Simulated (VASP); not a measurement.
# Pt (I4_1/amd) in VASP: relaxation of cell and atoms with PBE

Aim: the relaxation of cell and atoms of Pt with PBE.

Everything below comes from runs of VASP 6.6.1. Logs are shortened: lines on timing, memory, paths and dates and some standing lists are left out, and cuts for length are marked.

### 1 The cell of the first run

The structure is tetragonal, space group I4_1/amd (No. 141). The conventional cell has a = 4.654 Å, b = 4.654 Å, c = 2.499 Å, α = 90.00°, β = 90.00°, γ = 90.00°. Pt (site symmetry -4m2) has 10 Pt at 2.41 to 2.99 Å within 3.2 Å.

### 2 Relaxation of cell and atoms, PBE, target pressure 92 GPa, at which the enthalpy is minimised

INCAR

```
PREC     = Accurate       # precision mode
ENCUT    = 600            # plane-wave cutoff, eV
EDIFF    = 1E-6           # SCF threshold, eV
ISMEAR   = -1             # smearing method
SIGMA    = 0.05           # smearing width, eV
LREAL    = F              # projectors in reciprocal space
LASPH    = T              # aspherical terms in the spheres
NELM     = 100            # most SCF steps
ALGO     = Normal         # electronic algorithm
ISIF     = 3              # what is computed and relaxed
LWAVE    = F              # write WAVECAR
LCHARG   = F              # write CHGCAR
GGA      = PE             # functional
IBRION   = 2              # ionic algorithm
NSW      = 32             # ionic steps
EDIFFG   = -0.005         # ionic threshold
PSTRESS  = 920.0
```

KPOINTS

```
regular mesh
0
Gamma
  17 17 17
```

POSCAR

```
Pt
1.0
   -2.3269035162      2.3269035162      1.2493734650
    2.3269035162     -2.3269035162      1.2493734650
    2.3269035162      2.3269035162     -1.2493734650
Pt
2
Direct
   -0.3750000000     -0.1250000000     -0.2500000000
    0.3750000000      0.1250000000      0.2500000000
```

Potentials or basis: VASP PAW PBE potentials, release 64 (Pt).

Started as:

```
$ cat potpaw_PBE.64/Pt/POTCAR > POTCAR
$ mpirun -np 1 vasp_std > vasp.out
```

OUTCAR:

```text
PREC = Accurate
   ENCUT = 600
   EDIFF = 1E-6
   ISMEAR = -1
   LREAL = F
   LASPH = T
   NELM = 100
   ISIF = 3
   GGA = PE
   IBRION = 2
   NSW = 32
   EDIFFG = -0.005
   PSTRESS = 920.0

 ion  position               nearest neighbor table
   1  0.625  0.875  0.750-   2 2.41   2 2.41   2 2.41   2 2.41   2 2.99   2 2.99   2 2.99   2 2.99

   2  0.375  0.125  0.250-   1 2.41   1 2.41   1 2.41   1 2.41   1 2.99   1 2.99   1 2.99   1 2.99

  LATTYP: Found a body centered tetragonal cell.
 ALAT       =     4.6538070324
 C/A-ratio  =     0.5369253415

  Lattice vectors:

 A1 = (  -2.3269035162,   2.3269035162,   1.2493734650)
 A2 = (   2.3269035162,  -2.3269035162,   1.2493734650)
 A3 = (   2.3269035162,   2.3269035162,  -1.2493734650)

Analysis of symmetry for initial positions (statically):
=====================================================================
 Subroutine PRICEL returns:
 Original cell was already a primitive cell.

 Routine SETGRP: Setting up the symmetry group for a
 body centered tetragonal supercell.

 Subroutine GETGRP returns: Found 16 space group operations
 (whereof  4 operations were pure point group operations)
 out of a pool of 16 trial point group operations.

The static configuration has the point symmetry C_2h.
 The point group associated with its full space group is D_4h.

Analysis of symmetry for dynamics (positions and initial velocities):
=====================================================================
 Subroutine PRICEL returns:
 Original cell was already a primitive cell.

 Routine SETGRP: Setting up the symmetry group for a
 body centered tetragonal supercell.

 Subroutine GETGRP returns: Found 16 space group operations
 (whereof  4 operations were pure point group operations)
 out of a pool of 16 trial point group operations.

The dynamic configuration has the point symmetry C_2h.
 The point group associated with its full space group is D_4h.

 Subroutine INISYM returns: Found 16 space group operations
 (whereof  4 operations are pure point group operations),
 and found     1 'primitive' translations

----------------------------------------------------------------------------------------

                                     Primitive cell

  volume of cell :      27.0588

  direct lattice vectors                    reciprocal lattice vectors
    -2.326903516  2.326903516  1.249373465     0.000000000  0.214877839  0.400200592
     2.326903516 -2.326903516  1.249373465     0.214877839  0.000000000  0.400200592
     2.326903516  2.326903516 -1.249373465     0.214877839  0.214877839  0.000000000

  length of vectors
     3.519928125  3.519928125  3.519928125     0.454238923  0.454238923  0.303883155

  position of ions in fractional coordinates (direct lattice)
     0.625000000  0.875000000  0.750000000
     0.375000000  0.125000000  0.250000000

  ion indices of the primitive-cell ions
   primitive index   ion index
                 1           1
                 2           2

----------------------------------------------------------------------------------------

 KPOINTS: regular mesh

Automatic generation of k-mesh.
 Grid dimensions read from file:
 generate k-points for:   17   17   17

 Generating k-lattice:

  Cartesian coordinates                     Fractional coordinates (reciprocal lattice)
     0.000000000  0.012639873  0.023541211     0.058823529  0.000000000  0.000000000
     0.012639873  0.000000000  0.023541211     0.000000000  0.058823529  0.000000000
     0.012639873  0.012639873  0.000000000     0.000000000  0.000000000  0.058823529

  Length of vectors
     0.026719937  0.026719937  0.017875480

  Shift w.r.t. Gamma in fractional coordinates (k-lattice)
     0.000000000  0.000000000  0.000000000

 Subroutine IBZKPT returns following result:
 ===========================================

 Found    405 irreducible k-points:

 Following reciprocal coordinates:
            Coordinates               Weight
  0.000000  0.000000  0.000000      1.000000
  0.058824  0.000000 -0.000000      8.000000
  0.117647  0.000000 -0.000000      8.000000
  0.176471  0.000000 -0.000000      8.000000
  0.235294  0.000000 -0.000000      8.000000
  0.294118  0.000000  0.000000      8.000000
[... 16 lines left out ...]
 -0.176471  0.058824 -0.000000     16.000000
 -0.117647  0.058824  0.000000     16.000000
 [... further k-points ...]
   k-points           NKPTS =    405   k-points in BZ     NKDIM =    405   number of bands    NBANDS=     14
   number of dos      NEDOS =    301   number of ions     NIONS =      2
   total plane-waves  NPLWV =  21952
   dimension x,y,z NGX =    28 NGY =   28 NGZ =   28
   dimension x,y,z NGXF=    56 NGYF=   56 NGZF=   56
   ions per type =               2
   NGX,Y,Z   is equivalent  to a cutoff of  13.22, 13.22, 13.22 a.u.
   NGXF,Y,Z  is equivalent  to a cutoff of  26.45, 26.45, 26.45 a.u.
 SYSTEM =  unknown system
   PREC   = accura    normal or accurate (medium, high low for compatibility)
   ISTART =      0    job   : 0-new  1-cont  2-samecut
   ICHARG =      2    charge: 1-file 2-atom 10-const
   ISPIN  =      1    spin polarized calculation?
   LNONCOLLINEAR =      F non collinear calculations
   LSORBIT =      F    spin-orbit coupling
   LASPH  =      T    aspherical Exc in radial PAW
   ENCUT  =  600.0 eV  44.10 Ry    6.64 a.u.   7.03  7.03  7.03*2*pi/ulx,y,z
   NELM   =    100;   NELMIN=  2; NELMDL= -5     # of ELM steps
   EDIFF  = 0.1E-05   stopping-criterion for ELM
   LREAL  =      F    real-space projection
   EDIFFG = -.5E-02   stopping-criterion for IOM
   NSW    =     32    number of steps for IOM
   IBRION =      2    ionic relax: 0-MD 1-quasi-New 2-CG
   NFREE  =      1    steps in history (QN), initial steepest desc. (CG)
   ISIF   =      3    stress and relaxation
   ISYM   =      2    0-nonsym 1-usesym 2-fastsym
   POTIM  = 0.5000    time-step for ionic-motion
   TEBEG  =    0.0;   TEEND  =   0.0 temperature during run
   PSTRESS=  920.0 pullay stress
   NELECT =      20.0000    total number of electrons
   NUPDOWN=      -1.0000    fix difference up-down
   EMIN   =  10.00;   EMAX   =-10.00  energy-range for DOS
   EFERMI =   0.00;   METHOD = LEGACY
   ISMEAR =    -1;   SIGMA  =   0.05  broadening in eV -4-tet -1-fermi 0-gaus
   EFERMI_NEDOS =   21; number of points for ismear=-14 and -15
   IALGO  =     38    algorithm
   IMIX   =      4    mixing-type and parameters
     AMIX     =   0.40;   BMIX     =  1.00
     AMIX_MAG =   1.60;   BMIX_MAG =  1.00
  volume/ion in A,a.u.               =      13.53        91.30
  Fermi-wavevector in a.u.,A,eV,Ry     =   1.480182  2.797139 29.809537  2.190939
  Thomas-Fermi vector in A             =   2.594248
   LORBIT       =      0    0 simple, 1 ext, 2 COOP (PROOUT), +10 PAW based schemes
   GGA     = PE    functional components
   LHFCALC =     F    Hartree Fock is set to
   AEXX    =    0.0000 exact exchange contribution
   IVDW    =     0    specifies the selected vdW correction
   LEPSILON=     F    determine dielectric tensor
   LRPA    =     F    only Hartree local field effects (RPA)
 conjugate gradient relaxation of ions
 non-spin polarized calculation
  energy-cutoff  :      600.00
  volume of cell :       27.06
 maximum number of plane-waves:       929
   NGX = 15   NGY = 15   NGZ = 15

--------------------------------------- Ionic step        1  -------------------------------------------

 number of electron      20.0000000 magnetization

 Free energy of the ion-electron system (eV)
  ---------------------------------------------------
  ext. energy  EPLUGINS =         0.00000000
  ---------------------------------------------------
  free energy    TOTEN  =       -10.02095081 eV

  energy without entropy =      -10.00956677  energy(sigma->0) =      -10.01525879

------------------------ aborting loop because EDIFF is reached ----------------------------------------

  FORCE on cell =-STRESS in cart. coord.  units (eV):
  Direction    XX          YY          ZZ          XY          YZ          ZX
  --------------------------------------------------------------------------------------
  -------------------------------------------------------------------------------------
  Total       15.3697730     15.3697730     15.4367937      0.0000000      0.0000000     -0.0000000
  in kB      910.0578822    910.0578822    914.0262338      0.0000000      0.0000000     -0.0000000
  external PRESSURE =      -8.6193340 kB  Pullay stress =     920.0000000 kB

 VOLUME and BASIS-vectors are now :
 -----------------------------------------------------------------------------
  energy-cutoff  :      600.00
  volume of cell :       27.06
      direct lattice vectors                 reciprocal lattice vectors
    -2.326903516  2.326903516  1.249373465     0.000000000  0.214877839  0.400200592
     2.326903516 -2.326903516  1.249373465     0.214877839  0.000000000  0.400200592
     2.326903516  2.326903516 -1.249373465     0.214877839  0.214877839  0.000000000
[... 122 lines left out ...]
  FREE ENERGIE OF THE ION-ELECTRON SYSTEM (eV)
  ---------------------------------------------------
  free  energy   TOTEN  =       -10.0005446039 eV

  energy  without entropy=       -9.9891535693  energy(sigma->0) =       -9.99484909

  enthalpy is  TOTEN    =         5.5166359863 eV   P V=       15.5171805902

--------------------------------------- Ionic step        5  -------------------------------------------

 number of electron      19.9999999 magnetization

 Free energy of the ion-electron system (eV)
  ---------------------------------------------------
  ext. energy  EPLUGINS =         0.00000000
  ---------------------------------------------------
  free energy    TOTEN  =        -9.99946176 eV

  energy without entropy =       -9.98808677  energy(sigma->0) =       -9.99377426

 E-fermi :  13.5641     XC(G=0): -14.0661

 val. band max:       13.5588691452   @ k =  -0.0588  -0.2353   0.0588
 cond. band min:      13.5668888104   @ k =   0.4118   0.2353   0.0588
 fundamental gap:      0.0080196652
 Fermi energy:        13.5641350252

 k-point     1 :       0.0000    0.0000    0.0000
  band No.  band energies     occupation
      1       2.1266      2.00000
      2       4.8986      2.00000
      3       5.8735      2.00000
      4       6.4749      2.00000
      5       7.2386      2.00000
      6      11.6664      2.00000
      7      11.6664      2.00000
      8      11.7278      2.00000
      9      11.7278      2.00000
     10      14.1452      0.00002
     11      15.7023      0.00000
     12      18.7150      0.00000
     13      18.7150      0.00000
     14      27.9146      0.00000

 k-point     2 :       0.0588    0.0000   -0.0000
  band No.  band energies     occupation
      1       2.2830      2.00000
      2       4.9765      2.00000
      3       5.8985      2.00000
      4       6.6687      2.00000
      5       7.3453      2.00000
      6      11.0116      2.00000
      7      11.0432      2.00000
      8      12.0114      2.00000
      9      12.0218      2.00000
     10      14.1003      0.00004
[... 362 lines left out ...]
 k-point    24 :      -0.1176    0.0588    0.0000
  band No.  band energies     occupation
      1       2.4184      2.00000
      2       5.0779      2.00000
      3       5.9714      2.00000
      4       6.6300      2.00000
      5       7.3011      2.00000
      6      11.0633      2.00000
      7      11.1540      2.00000
      8      11.9534      2.00000
      9      12.0240      2.00000
     10      13.9668      0.00064
     11      15.0228      0.00000
     12      18.4832      0.00000
     13      19.7586      0.00000
     14      28.3965      0.00000

 [... further k-points ...]
[... 5 lines left out ...]
  --------------------------------------------------------------------------------------
  -------------------------------------------------------------------------------------
  Total       15.5194361     15.5194361     15.5114872      0.0000000      0.0000000      0.0000000
  in kB      920.1989932    920.1989932    919.7276759      0.0000000      0.0000000      0.0000000
  external PRESSURE =       0.0418874 kB  Pullay stress =     920.0000000 kB

 VOLUME and BASIS-vectors are now :
 -----------------------------------------------------------------------------
  energy-cutoff  :      600.00
  volume of cell :       27.02
      direct lattice vectors                 reciprocal lattice vectors
    -2.325479406  2.325479406  1.249164919     0.000000000  0.215009429  0.400267405
     2.325479406 -2.325479406  1.249164919     0.215009429  0.000000000  0.400267405
     2.325479406  2.325479406 -1.249164919     0.215009429  0.215009429  0.000000000

 POSITION                                       TOTAL-FORCE (eV/Angst)
 -----------------------------------------------------------------------------------
      2.32548      1.16274      0.93687         0.000000      0.000000     -0.000000
      0.00000      1.16274      0.31229        -0.000000     -0.000000      0.000000
 -----------------------------------------------------------------------------------
    total drift:                                0.000000      0.000000     -0.000000

  FREE ENERGIE OF THE ION-ELECTRON SYSTEM (eV)
  ---------------------------------------------------
  free  energy   TOTEN  =        -9.9994617612 eV

  energy  without entropy=       -9.9880867675  energy(sigma->0) =       -9.99377426

  enthalpy is  TOTEN    =         5.5166182724 eV   P V=       15.5160800336

 reached required accuracy - stopping structural energy minimisation
```

Run time: 7.6 min. Hardware: 1 thread of Oxide Virtual Turin-like, shared host; peak memory 0.27 GiB.

Results:

```yaml
Free_energy: -9.9995 eV
Relaxed_volume: 13.51 Å³/atom
Relaxed_cell: a = 3.518 Å, b = 3.518 Å, c = 3.518 Å, α = 97.24°, β = 97.24°, γ = 138.40°
Space_group_after_relaxing_to_0.1_Å: I4_1/amd (No. 141)
Energy_change_on_relaxing_the_run_minimises_the_enthalpy: +10.7 meV/atom
Ionic_steps: 5
Pressure_after_relaxing: 92.0 GPa
Band_gap_on_the_k_mesh: zero (bands 10 and 11 overlap by 2.64 eV)
```

The path:
```
step  energy change (eV)  largest force (eV/Å)  pressure (GPa)  volume (Å³)
   1              0.0000                0.0000           91.14        27.06
   2              0.1675                0.0000           97.87        26.77
   3              0.0220                0.0000           92.02        27.02
   4              0.0204                0.0000           91.96        27.02
   5              0.0215                0.0000           92.00        27.02
```

Final structure:
```
Pt
1.0
    -2.32548    2.32548    1.24916
     2.32548   -2.32548    1.24916
     2.32548    2.32548   -1.24916
Pt
2
Cartesian
  2.3255 1.1627 0.9369
  0.0000 1.1627 0.3123
```

Caveat: the cell is relaxed towards a set pressure, so the run minimises the enthalpy, not the energy; spin-orbit coupling is left out, which moves the levels of the heavy elements.
